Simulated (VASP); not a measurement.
A run of VASP 6.6.1:

File INCAR:

```
PREC     = Accurate       # precision mode
ENCUT    = 700            # plane-wave cutoff, eV
EDIFF    = 1E-6           # SCF threshold, eV
ISMEAR   = -1             # smearing method
SIGMA    = 0.05           # smearing width, eV
LREAL    = False          # projectors in reciprocal space
LASPH    = True           # aspherical terms in the spheres
NELM     = 200            # most SCF steps
ALGO     = Normal         # electronic algorithm
ISIF     = 2              # what is computed and relaxed
LWAVE    = False          # write WAVECAR
LCHARG   = False          # write CHGCAR
ISPIN    = 2              # spin polarisation
MAGMOM   = 0.5 0          # initial moments
LORBIT   = 11             # projections on sites
NUPDOWN  = 0.5            # fixed moment
LMAXMIX  = 4              # l up to which the mixer works
GGA      = PE             # functional
NBANDS   = 23             # bands
GGA_COMPAT= False
```

The input KPOINTS:

```
regular mesh
0
Gamma
  9 9 9
```

Contents of POSCAR:

```
NiO
1.0
    0.0000000000      2.0913095100      2.0913095100
    2.0913095100      0.0000000000      2.0913095100
    2.0913095100      2.0913095100      0.0000000000
Ni O
1 1
Direct
    0.0000000000      0.0000000000      0.0000000000
    0.5000000000      0.5000000000      0.5000000000
```

Potentials or basis: VASP PAW PBE potentials, release 64 (Ni_sv_GW, O).

Run with:

```bash
$ cat potpaw_PBE.64/Ni_sv_GW/POTCAR potpaw_PBE.64/O/POTCAR > POTCAR
$ mpirun -np 1 vasp_std > vasp.out
```

Hardware: 1 thread of Intel(R) Xeon(R) 6975P-C (Granite Rapids) (shared host).

How long does it take, and how much memory?

It took 41 s on 1 thread of Intel(R) Xeon(R) 6975P-C (Granite Rapids), with other jobs on the host, peak memory 0.21 GiB. Counts: scf iterations 14, k points 35.
